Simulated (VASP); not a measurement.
Wanted: the native input for a VASP 6.6.1 run.

* Task: single point
* Functional: PBE
* Potentials or basis: VASP PAW PBE potentials, release 64 (Cu)
* Cutoff: 520 eV
* k mesh: 14 × 14 × 14
* Occupations: fermi-dirac, width 0.15 eV
* Spin: no spin polarisation
* Dipole correction: no
* Further INCAR settings: ALGO = Normal; EDIFF = 1e-07; NBANDS = 12

The structure of Cu lies in POSCAR:

```
Cu
1.0
    0.0000000000      1.8429501765      1.8429501765
    1.8429501765      0.0000000000      1.8429501765
    1.8429501765      1.8429501765      0.0000000000
Cu
1
Direct
    0.0000000000      0.0000000000      0.0000000000
```

The input as run:

INCAR

```
ALGO = Normal
EDIFF = 1E-7
ENCUT = 520
GGA = PE
ISIF = 2
ISMEAR = -1
LASPH = T
LCHARG = F
LREAL = F
LWAVE = F
NBANDS = 12
NELM = 60
PREC = Accurate
SIGMA = 0.15
```

KPOINTS

```
k-points
0
Gamma
  14 14 14
```

Potentials or basis: VASP PAW PBE potentials, release 64 (Cu).

Launch:

```console
$ cat potpaw_PBE.64/Cu/POTCAR > POTCAR
$ mpirun -np 1 vasp_std > vasp.out
```

Results of the run:

- Pressure: -5.2 GPa

Wall time 5.9 s on 1 thread of Intel(R) Xeon(R) 6975P-C (Granite Rapids) (shared host), peak memory 0.12 GiB.
